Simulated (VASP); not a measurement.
Crystal: SnTe.

```
CELL_PARAMETERS angstrom
0.00000 3.10827 3.10827
3.10827 0.00000 3.10827
3.10827 3.10827 0.00000
ATOMIC_POSITIONS crystal
Te 0.50000 0.50000 0.50000
Sn 0.00000 0.00000 0.00000
```

Base run:

| Quantity | Value |
| --- | --- |
| Program | VASP 6.6.1 |
| Functional | PBEsol |
| Dispersion | D3(BJ) |
| Potentials or basis | VASP PAW PBE potentials, release 64 (Te, Sn_d) |
| Cutoff | 520 eV |
| k mesh | 7 × 7 × 7 |
| Occupations | fermi-dirac, width 0.05 eV |
| Spin | no spin polarisation |

Its results: pressure -0.5 GPa.

Problem. The run is repeated on the same cell with these changes: functional from PBEsol to revPBE. What comes out?

Solution. Pressure 1.2 GPa.

revPBE binds less tightly than PBEsol, so the same cell stands under more pressure.

Caveats: the PAW data sets were made with another functional, which shifts forces and pressure a little.
